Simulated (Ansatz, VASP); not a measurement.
**One calculation of Zn, two programs**

```
Zn
1.0
     2.61405   -1.72769    0.00000
     2.61405    1.72769    0.00000
     0.00000    0.00000    7.04767
Zn
4
Direct
  0.85000 0.15000 0.11700
  0.65000 0.35000 0.61700
  0.15000 0.85000 0.88300
  0.35000 0.65000 0.38300
```

Alike in both runs: task single point; functional PBE; k mesh 6 × 6 × 4; occupations gaussian, width 0.1 eV; no spin polarisation.

|  | VASP | Ansatz |
| --- | --- | --- |
| version | VASP 6.6.1 | Ansatz 0.2.0 |
| potentials or method | VASP PAW PBE potentials, release 64 (Zn), cutoff 520 eV | scalar-relativistic, plane waves, PAW |
| valence electrons in the cell | 48 | 48 |

```tsv
	VASP	Ansatz	Ansatz less VASP
gap on the k mesh at the Fermi level (eV)	none	none	-
pressure (GPa)	22.4	21.9	-0.56
traceless stress, the component that is largest in VASP (GPa)	27.45	26.83	-0.627
rms of the force components (eV/Å)	3.802	3.717	-0.0847
```

Atom by atom the forces differ by 0.085 eV/Å (rms over components). A gap of «none» marks a metal or a gap that the smearing closes. With one functional, cell and mesh, what is left measures potentials, basis and numerics.

The k mesh is coarse, so the values compare programs but aren't converged.
